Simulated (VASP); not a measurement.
Here is a VASP 6.6.1 calculation.

The input INCAR:

```
AGGAC = 1.0 ; AGGAX = 1.0
ALDAC = 0.0 ; ALDAX = 1.0
ALGO = Normal ; EDIFF = 1E-6
ENCUT = 520 ; GGA = B5
ISIF = 2 ; ISMEAR = -1
LASPH = T ; LCHARG = F
LREAL = F ; LWAVE = F
NBANDS = 14 ; NELM = 80
PREC = Accurate ; SIGMA = 0.05
```

File KPOINTS:

```
k-points
0
Gamma
  9 9 9
```

POSCAR

```
Bi
1.0
   -1.9546511608      1.9546511608      1.9546511608
    1.9546511608     -1.9546511608      1.9546511608
    1.9546511608      1.9546511608     -1.9546511608
Bi
1
Direct
    0.0000000000      0.0000000000      0.0000000000
```

Potentials or basis: VASP PAW PBE potentials, release 64 (Bi_d).

Run with:

```sh
$ cat potpaw_PBE.64/Bi_d/POTCAR > POTCAR
$ mpirun -np 1 vasp_std > vasp.out
```

Problem. Predict the pressure.

Solution. 8.1 GPa.

Caveat: the PAW data sets were made with another functional, which shifts forces and pressure a little.
